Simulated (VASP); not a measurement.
Here is a VASP 6.6.1 calculation.

Contents of INCAR:

```
SYSTEM = Be
PREC     = Accurate       ! precision mode
ENCUT    = 520            ! plane-wave cutoff, eV
EDIFF    = 1E-6           ! SCF threshold, eV
ISMEAR   = -1             ! smearing method
SIGMA    = 0.05           ! smearing width, eV
LREAL    = .False.        ! projectors in reciprocal space
LASPH    = .True.         ! aspherical terms in the spheres
NELM     = 100            ! most SCF steps
ALGO     = Normal         ! electronic algorithm
ISIF     = 2              ! what is computed and relaxed
LWAVE    = .False.        ! write WAVECAR
LCHARG   = .False.        ! write CHGCAR
GGA      = CA             ! functional
NBANDS   = 7              ! bands
```

File KPOINTS:

```
regular mesh
0
Gamma
  21 21 21
  0 0 0
```

File POSCAR:

```
Be
1.0
    0.0000000000      1.5107440758      1.5107440758
    1.5107440758      0.0000000000      1.5107440758
    1.5107440758      1.5107440758      0.0000000000
Be
1
Direct
    0.0000000000      0.0000000000      0.0000000000
```

Potentials or basis: VASP PAW LDA potentials, release 64 (Be).

Command:

```sh
$ cat potpaw_LDA.64/Be/POTCAR > POTCAR
$ mpirun -np 1 vasp_std > vasp.out
```

Q: Estimate the pressure.

A: 13.2 GPa.

Q: What does it give for the band gap on the k mesh?

A: Zero (band 1 reaches 8.71 eV, above the bottom of band 2 at 8.15 eV).
